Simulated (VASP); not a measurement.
# H15NO6 in VASP: further runs, part 2 of 2

VASP 6.6.1.

### 3 Single point, PBE+D3(BJ)

Contents of INCAR:

```
SYSTEM = H15NO6
PREC     = Accurate       ! precision mode
ENCUT    = 520            ! plane-wave cutoff, eV
EDIFF    = 1E-6           ! SCF threshold, eV
ISMEAR   = -1             ! smearing method
SIGMA    = 0.05           ! smearing width, eV
LREAL    = Auto         
LASPH    = .TRUE.         ! aspherical terms in the spheres
NELM     = 60             ! most SCF steps
ALGO     = Normal         ! electronic algorithm
ISIF     = 2              ! what is computed and relaxed
LWAVE    = .FALSE.        ! write WAVECAR
LCHARG   = .FALSE.        ! write CHGCAR
GGA      = PE             ! functional
IVDW     = 12             ! dispersion correction
NBANDS   = 45             ! bands
```

Contents of KPOINTS:

```
Automatic mesh
0
G
  1 1 1
  0 0 0
```

Contents of POSCAR:

```
H15NO6
1.0
    5.5955750000      0.0000000000      0.0000000000
    0.0000000000      5.5955750000      0.0000000000
    0.0000000000      0.0000000000      5.5955750000
O H N
6 15 1
Direct
    0.7681784267      0.3814621375      0.8415042243
    0.0432663310     -0.1837165975      0.0220710115
    0.5848013832      0.6523190199      0.2799176135
    0.4178837742      0.1132502022      0.6099462522
    0.2525745790      0.2388494480      1.0607488953
    0.8377333875      0.1944750986      0.2940537836
    0.8996930610      0.4306081144      0.7406924221
    0.6271562797      0.3515456410      0.7315959486
    0.0549362666     -0.3480964870      0.0435343999
    0.0027700460     -0.1714747814     -0.1500471355
    0.7257341739      0.7099181049      0.1836629837
    0.5170871626      0.5371208500      0.1598227171
    0.5669837327      0.0295769425      0.5582982982
    0.3283308686      0.1240801884      0.4593987213
    0.1774616550      0.0848885056      1.0213070149
    0.3194845927      0.2326123767      0.8909897553
    0.9760927161      0.2912479951      0.3352827904
    0.8663274105      0.1878806021      0.1251882068
    0.0537567632      0.7824039531      0.4124866524
    0.3672008685      0.6879007073      0.5164437971
    0.1393958619      0.5281673465      0.4968390201
    0.1635220688      0.6993025739      0.5533122155
```

Potentials or basis: VASP PAW PBE potentials, release 64 (O, H, N).

The run is started by

```bash
$ cat potpaw_PBE.64/O/POTCAR potpaw_PBE.64/H/POTCAR potpaw_PBE.64/N/POTCAR > POTCAR
$ mpirun -np 1 vasp_gam > vasp.out
```

OUTCAR:

```text
SYSTEM = H15NO6
   PREC = Accurate
   ENCUT = 520
   EDIFF = 1E-6
   ISMEAR = -1
   LREAL = Auto
   LASPH = .TRUE.
   NELM = 60
   ISIF = 2
   GGA = PE
   IVDW = 12
 IVDW          = 12

 ion  position               nearest neighbor table
   1  0.768  0.381  0.842-   7 0.97   8 1.01
   2  0.043  0.816  0.022-   9 0.93  10 0.99
   3  0.585  0.652  0.280-  12 1.01  11 1.01
   4  0.418  0.113  0.610-  14 0.98  13 1.00
   5  0.253  0.239  0.061-  15 0.98  16 1.02
   6  0.838  0.194  0.294-  18 0.96  17 0.97
   7  0.900  0.431  0.741-   1 0.97
   8  0.627  0.352  0.732-   1 1.01
   9  0.055  0.652  0.044-   2 0.93
  10  0.003  0.829  0.850-   2 0.99
  11  0.726  0.710  0.184-   3 1.01
  12  0.517  0.537  0.160-   3 1.01
  13  0.567  0.030  0.558-   4 1.00
  14  0.328  0.124  0.459-   4 0.98
  15  0.177  0.085  0.021-   5 0.98
  16  0.319  0.233  0.891-   5 1.02
  17  0.976  0.291  0.335-   6 0.97
  18  0.866  0.188  0.125-   6 0.96
  19  0.054  0.782  0.412-  22 1.10
  20  0.367  0.688  0.516-  22 1.16
  21  0.139  0.528  0.497-  22 1.02
  22  0.164  0.699  0.553-  21 1.02  19 1.10  20 1.16

  LATTYP: Found a simple cubic cell.
 ALAT       =     5.5955750000

  Lattice vectors:

 A1 = (   5.5955750000,   0.0000000000,   0.0000000000)
 A2 = (   0.0000000000,   5.5955750000,   0.0000000000)
 A3 = (   0.0000000000,   0.0000000000,   5.5955750000)

Analysis of symmetry for initial positions (statically):
=====================================================================
 Subroutine PRICEL returns:
 Original cell was already a primitive cell.

 Routine SETGRP: Setting up the symmetry group for a
 simple cubic supercell.

 Subroutine GETGRP returns: Found  1 space group operations
 (whereof  1 operations were pure point group operations)
 out of a pool of 48 trial point group operations.
[... 151 lines left out ...]
     AMIX_MAG =   1.60;   BMIX_MAG =  1.00
  volume/ion in A,a.u.               =       7.96        53.74
  Fermi-wavevector in a.u.,A,eV,Ry     =   1.119333  2.115233 17.046837  1.252907
  Thomas-Fermi vector in A             =   2.255972
   LORBIT       =      0    0 simple, 1 ext, 2 COOP (PROOUT), +10 PAW based schemes
   GGA     = PE    functional components
   LHFCALC =     F    Hartree Fock is set to
   AEXX    =    0.0000 exact exchange contribution
   IVDW    =    12    specifies the selected vdW correction
   LEPSILON=     F    determine dielectric tensor
   LRPA    =     F    only Hartree local field effects (RPA)
 non-spin polarized calculation
  energy-cutoff  :      520.00
  volume of cell :      175.20
 maximum number of plane-waves:      2365
 NGX is ok and might be reduce to    42
   NGX = 21   NGY = 21   NGZ = 21

 number of electron      56.0000009 magnetization

 Free energy of the ion-electron system (eV)
  ---------------------------------------------------
  ext. energy  EPLUGINS =         0.00000000
  ---------------------------------------------------
  free energy    TOTEN  =      -104.58006173 eV

  energy without entropy =     -104.58006173  energy(sigma->0) =     -104.58006173

 E-fermi :  -0.9079     XC(G=0):  -7.7848

 val. band max:       -2.1171804658   @ k =   0.0000   0.0000   0.0000
 cond. band min:       1.5909793136   @ k =   0.0000   0.0000   0.0000
 fundamental gap:      3.7081597793
 Fermi energy:        -0.9078994087

 k-point     1 :       0.0000    0.0000    0.0000
  band No.  band energies     occupation
      1     -22.0507      2.00000
      2     -21.7153      2.00000
      3     -21.2070      2.00000
      4     -21.0066      2.00000
      5     -20.7694      2.00000
      6     -20.6610      2.00000
[... 32 lines left out ...]
     39       8.3435      0.00000
     40       8.6604      0.00000
 [bands above 40 left out]

------------------------ aborting loop because EDIFF is reached ----------------------------------------

 Edisp (eV)   -0.96229

 E8    (eV) :    -0.1991

  FORCE on cell =-STRESS in cart. coord.  units (eV):
  Direction    XX          YY          ZZ          XY          YZ          ZX
  --------------------------------------------------------------------------------------
  -------------------------------------------------------------------------------------
  Total      -4.44757     4.47043    -0.78449     2.35322    -0.16574    -1.79835
  in kB     -40.67237    40.88143    -7.17405    21.51987    -1.51570   -16.44563
  external pressure =       -2.32 kB  Pullay stress =        0.00 kB

 VOLUME and BASIS-vectors are now :
 -----------------------------------------------------------------------------
  energy-cutoff  :      520.00
  volume of cell :      175.20
      direct lattice vectors                 reciprocal lattice vectors
     5.595575000  0.000000000  0.000000000     0.178712643  0.000000000  0.000000000
     0.000000000  5.595575000  0.000000000     0.000000000  0.178712643  0.000000000
     0.000000000  0.000000000  5.595575000     0.000000000  0.000000000  0.178712643

 POSITION                                       TOTAL-FORCE (eV/Angst)
 -----------------------------------------------------------------------------------
      4.29840      2.13450      4.70870        -1.238349     -0.149887     -0.606909
      0.24210      4.56757      0.12350        -1.453143      2.441214     -0.946830
      3.27230      3.65010      1.56630         0.705819     -0.173039     -1.927841
      2.33830      0.63370      3.41300         0.953189     -0.164976     -0.541981
      1.41330      1.33650      0.33992         0.764223      0.129003     -2.467421
      4.68760      1.08820      1.64540         0.263766     -0.169532      1.458477
[... 14 lines left out ...]
      0.78000      2.95540      2.78010        -0.436635     -0.655017      0.229471
      0.91500      3.91300      3.09610         1.114328     -0.891877     -1.868314
 -----------------------------------------------------------------------------------
    total drift:                                0.005253      0.000336      0.002544

  FREE ENERGIE OF THE ION-ELECTRON SYSTEM (eV)
  ---------------------------------------------------
  free  energy   TOTEN  =      -105.5423514965 eV

  energy  without entropy=     -105.5423514964  energy(sigma->0) =     -105.54235150
```

OSZICAR:

```text
N       E                     dE             d eps       ncg     rms          rms(c)
DAV:   1     0.414322966923E+03    0.41432E+03   -0.32265E+04    90   0.117E+03
DAV:   2    -0.799179413587E+02   -0.49424E+03   -0.47582E+03   116   0.296E+02
DAV:   3    -0.114949181255E+03   -0.35031E+02   -0.34835E+02   108   0.829E+01
DAV:   4    -0.115361126185E+03   -0.41194E+00   -0.41156E+00   100   0.101E+01
DAV:   5    -0.115365552283E+03   -0.44261E-02   -0.44259E-02   111   0.992E-01    0.199E+01
DAV:   6    -0.104881427487E+03    0.10484E+02   -0.29157E+01   100   0.254E+01    0.779E+00
DAV:   7    -0.104693624810E+03    0.18780E+00   -0.10754E+00   108   0.501E+00    0.504E+00
DAV:   8    -0.104581531114E+03    0.11209E+00   -0.31902E-01   108   0.326E+00    0.790E-01
DAV:   9    -0.104575964840E+03    0.55663E-02   -0.29775E-02   108   0.905E-01    0.327E-01
DAV:  10    -0.104579016079E+03   -0.30512E-02   -0.70992E-03    90   0.380E-01    0.129E-01
DAV:  11    -0.104579916588E+03   -0.90051E-03   -0.62353E-04   108   0.174E-01    0.424E-02
DAV:  12    -0.104580048900E+03   -0.13231E-03   -0.21825E-04   108   0.916E-02    0.225E-02
DAV:  13    -0.104580061326E+03   -0.12426E-04   -0.30383E-05   100   0.341E-02    0.768E-03
DAV:  14    -0.104580061728E+03   -0.40244E-06   -0.39615E-06   116   0.116E-02
   1 F= -.10554235E+03 E0= -.10554235E+03  d E =-.790055E-10
```

Wall time 12 s (1 thread of Intel Xeon 6975P-C (Granite Rapids), shared host); peak memory 0.24 GiB.

What came out:

```
Free energy                : -105.5424 eV
Pressure                   : -0.2 GPa
Largest force              : 3.594 eV/Å
Band gap on the k mesh     : 3.71 eV
Dispersion energy per atom : -0.044 eV
```

Forces in eV/Å, atoms in the order of the input:
```
O   -1.238 -0.150 -0.607
O   -1.453  2.441 -0.947
O    0.706 -0.173 -1.928
O    0.953 -0.165 -0.542
O    0.764  0.129 -2.467
O    0.264 -0.170  1.458
H    0.022  0.252 -0.288
H    1.236  0.098  0.518
H    0.609 -2.511  0.233
H    0.483 -0.327  0.306
H   -0.902 -0.006  0.808
H    0.321  0.508  1.201
H   -0.813  0.641  0.175
H    0.318  0.018  0.136
H   -0.315 -0.645  1.421
H    0.287  0.890  1.347
H   -0.191 -0.039  0.248
H   -0.505 -0.144 -1.011
H    2.168 -0.296  1.590
H   -3.390  1.194 -0.012
H   -0.437 -0.655  0.229
N    1.114 -0.892 -1.868
```

Levels at points of the mesh, in eV from the valence-band top:
```tsv
k point	band 25	band 26	band 27	band 28	band 29	band 30	band 31	band 32
(0.00, 0.00, 0.00)	-1.09	-0.94	-0.40	0.00	3.71	6.83	7.78	8.12
```

Caveat: the k points lie up to 1.12 Å⁻¹ apart.

### 4 Single point, PBE+D3(BJ)

INCAR: that of step 3 with these lines changed.

```diff
@@ -3,3 +3,3 @@
 ENCUT    = 520            ! plane-wave cutoff, eV
-EDIFF    = 1E-6           ! SCF threshold, eV
+EDIFF    = 1E-7           ! SCF threshold, eV
 ISMEAR   = -1             ! smearing method
@@ -8,3 +8,3 @@
 LASPH    = .TRUE.         ! aspherical terms in the spheres
-NELM     = 60             ! most SCF steps
+NELM     = 80             ! most SCF steps
 ALGO     = Normal         ! electronic algorithm
```

KPOINTS is that of step 3.

Contents of POSCAR:

```
H15NO6
1.0
    5.5955750000      0.0000000000      0.0000000000
    0.0000000000      5.5955750000      0.0000000000
    0.0000000000      0.0000000000      5.5955750000
O H N
6 15 1
Direct
    0.7438556359      0.4217797099      0.8545681186
    0.0369756459     -0.2135794802      0.0643901654
    0.5367991672      0.5927719671      0.3203781560
    0.4876889328      0.0213382896      0.5767235718
    0.3531004410      0.2164031400      1.0678259160
    0.8170742060      0.1556050987      0.2091116641
    0.8823400634      0.4832568592      0.7587960129
    0.6236713832      0.3531361835      0.7414430152
   -0.0496463724     -0.3465416870      0.0048967264
    0.1124638665     -0.1586789561     -0.0952180964
    0.6521224360      0.6678848912      0.2122391354
    0.4291605420      0.4806833971      0.2432100365
    0.6219199993      0.0742372321      0.4659038615
    0.3719367536     -0.0684648137      0.4597918891
    0.1893281745      0.2108273055      1.1074822516
    0.3878779214      0.2240699124      0.9120599760
    0.8723857691      0.2885136916      0.3102451491
    0.7262524405      0.2533251721      0.0985600229
    0.0916617148      0.5877858844      0.4278559397
    0.3498657421      0.6409350246      0.6004029970
    0.2156346756      0.3872345559      0.5761695626
    0.1730653239      0.5546346890      0.5956671120
```

The run is started by

```bash
$ cat potpaw_PBE.64/O/POTCAR potpaw_PBE.64/H/POTCAR potpaw_PBE.64/N/POTCAR > POTCAR
$ mpirun -np 1 vasp_gam > vasp.out
```

Run time: 14 s. Hardware: 1 thread of Intel Xeon 6975P-C (Granite Rapids), shared host; peak memory 0.24 GiB.

It converged, with:

```yaml
Free_energy: -105.3975 eV
Pressure: 2.7 GPa
Largest_force: 5.034 eV/Å
Band_gap_on_the_k_mesh: 3.94 eV
Dispersion_energy_per_atom: -0.044 eV
```

Forces on the atoms (eV/Å):
```
O   -0.720  0.059 -1.393
O    1.821  1.159 -1.754
O    1.264  0.959  0.652
O   -1.024 -0.401 -1.616
O    0.225  0.120  5.028
O    1.015  0.447  2.354
H   -0.144 -0.282 -0.253
H    1.097  0.666  0.310
H   -0.770 -1.046 -0.312
H   -0.768 -0.671  2.262
H   -0.707 -0.291 -0.152
H    0.369 -0.211 -1.058
H   -0.924 -0.604  0.128
H    1.968  1.444  1.400
H   -1.623 -0.398 -0.484
H    0.215 -0.107 -4.815
H   -0.104 -0.447  0.139
H   -0.270 -0.041 -0.807
H    0.896  0.579  0.975
H   -2.335 -0.904 -0.316
H    0.712 -2.553  0.045
N   -0.192  2.526 -0.331
```

Stress tensor (GPa, compression positive):
```
-0.61 -3.86 -1.40
-3.86  4.49 -0.11
-1.40 -0.11  4.10
```

Levels at points of the mesh, in eV from the valence-band top:
| k point | band 26 | band 27 | band 28 | band 29 | band 30 | band 31 |
| --- | --- | --- | --- | --- | --- | --- |
| (0.00, 0.00, 0.00) | -0.76 | -0.41 | 0.00 | 3.94 | 7.28 | 7.82 |

Caveat: the k points lie up to 1.12 Å⁻¹ apart.
